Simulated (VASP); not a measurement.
# YN (Fm-3m) in VASP: further runs, part 2 of 2

VASP 6.6.1. Earlier steps stand in the parts before.

### 3 Single point, PBEsol

Contents of INCAR:

```
ALGO = Normal
EDIFF = 1E-6
ENCUT = 600
GGA = PS
GGA_COMPAT = F
ISIF = 2
ISMEAR = -1
LASPH = T
LCHARG = F
LREAL = F
LWAVE = F
NBANDS = 15
NELM = 120
PREC = Accurate
SIGMA = 0.03
```

Contents of KPOINTS:

```
k-points
0
Gamma
  9 9 9
```

Contents of POSCAR:

```
YN
1.0
    0.0000000000      2.4385000000      2.4385000000
    2.4385000000      0.0000000000      2.4385000000
    2.4385000000      2.4385000000      0.0000000000
Y N
1 1
Direct
    0.0000000000      0.0000000000      0.0000000000
    0.5000000000      0.5000000000      0.5000000000
```

Potentials or basis: VASP PAW PBE potentials, release 64 (Y_sv, N).

On the command line:

```bash
$ cat potpaw_PBE.64/Y_sv/POTCAR potpaw_PBE.64/N/POTCAR > POTCAR
$ mpirun -np 1 vasp_std > vasp.out
```

OUTCAR:

```text
EDIFF = 1E-6
   ENCUT = 600
   GGA = PS
   ISIF = 2
   ISMEAR = -1
   LASPH = T
   LREAL = F
   NELM = 120
   PREC = Accurate

 ion  position               nearest neighbor table
   1  0.000  0.000  0.000-   2 2.44   2 2.44   2 2.44   2 2.44   2 2.44   2 2.44
   2  0.500  0.500  0.500-   1 2.44   1 2.44   1 2.44   1 2.44   1 2.44   1 2.44

  LATTYP: Found a face centered cubic cell.
 ALAT       =     4.8770000000

  Lattice vectors:

 A1 = (   0.0000000000,   2.4385000000,   2.4385000000)
 A2 = (   2.4385000000,   0.0000000000,   2.4385000000)
 A3 = (   2.4385000000,   2.4385000000,   0.0000000000)

Analysis of symmetry for initial positions (statically):
=====================================================================
 Subroutine PRICEL returns:
 Original cell was already a primitive cell.

 Routine SETGRP: Setting up the symmetry group for a
 face centered cubic supercell.

 Subroutine GETGRP returns: Found 48 space group operations
 (whereof 48 operations were pure point group operations)
 out of a pool of 48 trial point group operations.

[... 165 lines left out ...]
 fundamental gap:      0.1548111084
 Fermi energy:         4.1176803420

 k-point     1 :       0.0000    0.0000    0.0000
  band No.  band energies     occupation
      1     -36.6110      2.00000
      2     -16.2726      2.00000
      3     -16.2726      2.00000
      4     -16.2726      2.00000
      5      -8.8342      2.00000
      6       4.0514      1.80192
      7       4.0514      1.80192
      8       4.0514      1.80192
      9       7.1547      0.00000
     10       7.1547      0.00000
     11       7.1547      0.00000
     12       8.1903      0.00000
     13       9.1805      0.00000
     14       9.1805      0.00000
[... 401 lines left out ...]
      2     -17.1459      2.00000
      3     -16.6035      2.00000
      4     -16.6035      2.00000
      5      -8.3412      2.00000
      6       2.3909      2.00000
      7       3.6482      2.00000
      8       3.6482      2.00000
      9       4.2063      0.09924
     10      10.8892      0.00000
     11      11.2287      0.00000
     12      11.9631      0.00000
     13      11.9631      0.00000
     14      14.2544      0.00000
     15      15.8819      0.00000

 [... further k-points ...]
[... 5 lines left out ...]
  --------------------------------------------------------------------------------------
  -------------------------------------------------------------------------------------
  Total       -0.4179940     -0.4179940     -0.4179940     -0.0000000      0.0000000      0.0000000
  in kB      -23.0931091    -23.0931091    -23.0931091     -0.0000000      0.0000000      0.0000000
  external PRESSURE =     -23.0931091 kB  Pullay stress =       0.0000000 kB

 VOLUME and BASIS-vectors are now :
 -----------------------------------------------------------------------------
  energy-cutoff  :      600.00
  volume of cell :       29.00
      direct lattice vectors                 reciprocal lattice vectors
     0.000000000  2.438500000  2.438500000    -0.205044084  0.205044084  0.205044084
     2.438500000  0.000000000  2.438500000     0.205044084 -0.205044084  0.205044084
     2.438500000  2.438500000  0.000000000     0.205044084  0.205044084 -0.205044084

 POSITION                                       TOTAL-FORCE (eV/Angst)
 -----------------------------------------------------------------------------------
      0.00000      0.00000      0.00000         0.000000     -0.000000      0.000000
      2.43850      2.43850      2.43850        -0.000000      0.000000     -0.000000
 -----------------------------------------------------------------------------------
    total drift:                                0.000000      0.000000      0.000000

  FREE ENERGIE OF THE ION-ELECTRON SYSTEM (eV)
  ---------------------------------------------------
  free  energy   TOTEN  =       -19.1292247682 eV

  energy  without entropy=      -19.1290470025  energy(sigma->0) =      -19.12913589
```

OSZICAR:

```text
N       E                     dE             d eps       ncg     rms          rms(c)
DAV:   1     0.596512961970E+02    0.59651E+02   -0.92924E+03  1050   0.122E+03
DAV:   2    -0.190227042891E+02   -0.78674E+02   -0.71565E+02  1421   0.253E+02
DAV:   3    -0.224376033039E+02   -0.34149E+01   -0.33901E+01  1331   0.461E+01
DAV:   4    -0.225117202213E+02   -0.74117E-01   -0.74070E-01  1212   0.622E+00
DAV:   5    -0.225129716777E+02   -0.12515E-02   -0.12514E-02  1338   0.704E-01    0.323E+01
DAV:   6    -0.194064817346E+02    0.31065E+01   -0.77605E+00  1197   0.241E+01    0.335E+01
DAV:   7    -0.191713794066E+02    0.23510E+00   -0.55080E-01  1317   0.651E+00    0.240E+01
DAV:   8    -0.191531126856E+02    0.18267E-01   -0.26703E-01  1521   0.451E+00    0.935E+00
DAV:   9    -0.191289307370E+02    0.24182E-01   -0.35648E-02  1379   0.193E+00    0.163E+00
DAV:  10    -0.191292634649E+02   -0.33273E-03   -0.40494E-03  1148   0.576E-01    0.377E-01
DAV:  11    -0.191292337367E+02    0.29728E-04   -0.24421E-04  1339   0.134E-01    0.287E-01
DAV:  12    -0.191292240461E+02    0.96906E-05   -0.15998E-05  1344   0.356E-02    0.895E-02
DAV:  13    -0.191292247682E+02   -0.72210E-06   -0.10218E-06   835   0.108E-02
   1 F= -.19129225E+02 E0= -.19129136E+02  d E =-.177766E-03
```

stdout:

```text
POSCAR found type information on POSCAR Y N
 POSCAR found :  2 types and       2 ions
 scaLAPACK will be used
 -----------------------------------------------------------------------------
|                                                                             |
|                                                                             |
|     You enforced a specific xc type in the INCAR file but a different       |
|     I HOPE YOU KNOW WHAT YOU ARE DOING!                                     |
|                                                                             |
 -----------------------------------------------------------------------------

 LDA part: xc-table for (Slater+PW92), standard interpolation
 POSCAR, INCAR and KPOINTS ok, starting setup
 FFT: planning ... GRIDC
 FFT: planning ... GRID_SOFT
 FFT: planning ... GRID
 WAVECAR not read
 entering main loop
```

Wall time 18 s (1 thread of Intel Xeon Platinum 8259CL at 2.50GHz (Skylake/Cascade Lake), shared host); peak memory 0.18 GiB.

What came out:

| Item | Value |
| --- | --- |
| Free energy | -19.1292 eV |
| Pressure | -2.3 GPa |
| Band gap on the k mesh | 0.15 eV, indirect (least direct gap 0.56 eV) |

Levels at points of the mesh, in eV from the valence-band top:
| k point | band 5 | band 6 | band 7 | band 8 | band 9 | band 10 | band 11 | band 12 |
| --- | --- | --- | --- | --- | --- | --- | --- | --- |
| (0.00, 0.00, 0.00) | -12.89 | 0.00 | 0.00 | 0.00 | 3.10 | 3.10 | 3.10 | 4.14 |

Caveat: the PAW data sets were made with another functional, which shifts forces and pressure a little. A k mesh can miss the band edges.

### 4 Single point, PBE

Contents of INCAR:

```
SYSTEM = YN
  ALGO = Normal
  EDIFF = 1E-6
  ENCUT = 600
  GGA = PE
  GGA_COMPAT = .False.
  ISIF = 2
  ISMEAR = -1
  LASPH = .True.
  LCHARG = .False.
  LREAL = .False.
  LWAVE = .False.
  NBANDS = 15
  NELM = 120
  PREC = Accurate
  SIGMA = 0.03
```

Contents of KPOINTS:

```
k-points
0
Gamma
  9 9 9
  0 0 0
```

POSCAR is that of step 3.

Potentials or basis: VASP PAW PBE potentials, release 64 (Y_sv, N).

On the command line:

```bash
$ cat potpaw_PBE.64/Y_sv/POTCAR potpaw_PBE.64/N/POTCAR > POTCAR
$ mpirun -np 1 vasp_std > vasp.out
```

OUTCAR:

```text
SYSTEM = YN
   EDIFF = 1E-6
   ENCUT = 600
   GGA = PE
   ISIF = 2
   ISMEAR = -1
   LASPH = .True.
   LREAL = .False.
   NELM = 120
   PREC = Accurate

 ion  position               nearest neighbor table
   1  0.000  0.000  0.000-   2 2.44   2 2.44   2 2.44   2 2.44   2 2.44   2 2.44
   2  0.500  0.500  0.500-   1 2.44   1 2.44   1 2.44   1 2.44   1 2.44   1 2.44

  LATTYP: Found a face centered cubic cell.
 ALAT       =     4.8770000000

  Lattice vectors:

 A1 = (   0.0000000000,   2.4385000000,   2.4385000000)
 A2 = (   2.4385000000,   0.0000000000,   2.4385000000)
[... 609 lines left out ...]
     12      12.0816      0.00000
     13      12.0816      0.00000
     14      14.4745      0.00000
     15      16.1230      0.00000

 [... further k-points ...]
[... 5 lines left out ...]
  --------------------------------------------------------------------------------------
  -------------------------------------------------------------------------------------
  Total        0.4894161      0.4894161      0.4894161      0.0000000      0.0000000      0.0000000
  in kB       27.0389963     27.0389963     27.0389963      0.0000000      0.0000000      0.0000000
  external PRESSURE =      27.0389963 kB  Pullay stress =       0.0000000 kB

 VOLUME and BASIS-vectors are now :
 -----------------------------------------------------------------------------
  energy-cutoff  :      600.00
  volume of cell :       29.00
      direct lattice vectors                 reciprocal lattice vectors
     0.000000000  2.438500000  2.438500000    -0.205044084  0.205044084  0.205044084
     2.438500000  0.000000000  2.438500000     0.205044084 -0.205044084  0.205044084
     2.438500000  2.438500000  0.000000000     0.205044084  0.205044084 -0.205044084

 POSITION                                       TOTAL-FORCE (eV/Angst)
 -----------------------------------------------------------------------------------
      0.00000      0.00000      0.00000        -0.000000      0.000000     -0.000000
      2.43850      2.43850      2.43850         0.000000      0.000000      0.000000
 -----------------------------------------------------------------------------------
    total drift:                                0.000000      0.000000      0.000000

  FREE ENERGIE OF THE ION-ELECTRON SYSTEM (eV)
  ---------------------------------------------------
  free  energy   TOTEN  =       -18.2253853299 eV

  energy  without entropy=      -18.2253184121  energy(sigma->0) =      -18.22535187
```

It took 18 s on 1 thread of Intel Xeon Platinum 8259CL at 2.50GHz (Skylake/Cascade Lake), shared host; peak memory 0.18 GiB.

What came out:

| Item | Value |
| --- | --- |
| Free energy | -18.2254 eV |
| Pressure | 2.7 GPa |
| Band gap on the k mesh | 0.24 eV, indirect (least direct gap 0.64 eV) |

Levels at points of the mesh, in eV from the valence-band top:
```csv
k point,band 6,band 7,band 8,band 9,band 10,band 11
"(0.00, 0.00, 0.00)",0.00,0.00,0.00,3.15,3.15,3.15
```

### 5 The runs side by side

| level | potentials or basis | gap on the mesh (eV) | pressure (GPa) |
| --- | --- | --- | --- |
| LDA | VASP PAW LDA potentials, release 64 (Y_sv, N) | 0.14 | -5.8 |
| PBEsol | VASP PAW PBE potentials, release 64 (Y_sv, N) | 0.15 | -2.3 |
| PBE | VASP PAW PBE potentials, release 64 (Y_sv, N) | 0.24 | 2.7 |

Alike in all rows: task single point; no spin polarisation; cell as given; k mesh 9 × 9 × 9; cutoff (eV) 600; smearing fermi-dirac 0.03 eV.

Caveats: the PAW data sets were made with another functional, which shifts forces and pressure a little (some runs).

Total energies depend on the potentials used, so only differences within one code and one set of settings carry meaning.
